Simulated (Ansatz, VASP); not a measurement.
## Two plane-wave programs on ReOs3C

```
Re Os C
1.0
     4.03603    0.00000    0.00000
     0.00000    4.03603    0.00000
     0.00000    0.00000    4.03603
Re Os C
1 3 1
Direct
  0.00000 0.00000 0.00000
  0.00000 0.50000 0.50000
  0.50000 0.00000 0.50000
  0.50000 0.50000 0.00000
  0.50000 0.50000 0.50000
```

Alike in both runs: functional PBE; k mesh 4 × 4 × 4; occupations gaussian, width 0.1 eV; no spin polarisation.

Ansatz relaxed the structure, and its values are those at the end. VASP's run is a single point on that final structure, the one shown.

```csv
,VASP,Ansatz
version,VASP 6.6.1,Ansatz 0.2.0
potentials or method,"VASP PAW PBE potentials, release 64 (Re_sv_GW, Os_sv_GW, C), cutoff 600 eV","scalar-relativistic, plane waves, PAW"
valence electrons in the cell,67,67
```

|  | VASP | Ansatz | Ansatz less VASP |
| --- | --- | --- | --- |
| gap on the k mesh at the Fermi level (eV) | none | none | - |
| pressure (GPa) | -0.3 | 0.2 | +0.50 |

A gap of «none» marks a metal or a gap that the smearing closes.

The k mesh is coarse, so the values compare programs but aren't converged. Spin-orbit coupling is off throughout.
